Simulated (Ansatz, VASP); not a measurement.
**One calculation of LiH, two programs**

```
Li H
1.0
    -0.01813    2.00299    2.00299
     2.00299   -0.01813    2.00299
     1.98487    1.98487    0.00000
Li H
1 1
Direct
  0.00000 0.00000 0.00000
  0.50000 0.50000 0.50000
```

Change from the starting cell: shear_xy strain -1.8%.

Alike in both runs: task single point; functional PBE; k mesh 10 × 10 × 10; occupations fermi-dirac, width 0.02 eV; no spin polarisation.

```csv
,VASP,Ansatz
version,VASP 6.6.1,Ansatz 0.2.0
potentials or method,"VASP PAW PBE potentials, release 64 (Li_sv, H)","plane waves, PAW"
plane-wave cutoff (eV),520,420
valence electrons in the cell,4,4
```

Ansatz gave:

```
gap on the k mesh at the Fermi level (eV) : 2.98
```

Problem. What did VASP give for the same quantities?

Solution. gap on the k mesh at the Fermi level (eV): 2.97.

Noted on VASP's run: the cutoff is under 1.25 times that of the potentials, so the pressure is a little rough.
